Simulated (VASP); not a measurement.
Be16C (a cell with a defect), 17 atoms in the cell. The cell holds a defect, 17 atoms: a = 4.580 Å, b = 3.966 Å, c = 7.177 Å, α = 90.00°, β = 90.00°, γ = 90.00°. 

- Program: VASP 6.6.1
- Task: single point
- Functional: PBE
- Dispersion: D3(BJ)
- Potentials or basis: VASP PAW PBE potentials, release 64 (Be, C)
- Cutoff: 520 eV
- k mesh: 5 × 5 × 3
- Occupations: gaussian, width 0.15 eV
- Spin: no spin polarisation
- Dipole correction: no
- Further INCAR settings: LREAL = Auto; ALGO = Normal; EDIFF = 1e-06; NBANDS = 32

Potentials or basis: VASP PAW PBE potentials, release 64 (Be, C).

Command:

```console
$ cat potpaw_PBE.64/Be/POTCAR potpaw_PBE.64/C/POTCAR > POTCAR
$ mpirun -np 1 vasp_std > vasp.out
```

Hardware: 1 thread of Intel(R) Xeon(R) Platinum 8259CL CPU @ 2.50GHz (Skylake/Cascade Lake), on a shared host.

Question: How long does it take, and how much memory?

Answer: Wall time 5 min on 1 thread of Intel(R) Xeon(R) Platinum 8259CL CPU @ 2.50GHz (Skylake/Cascade Lake), on a shared host, peak memory 0.28 GiB. Counts: scf iterations 14, k points 38.
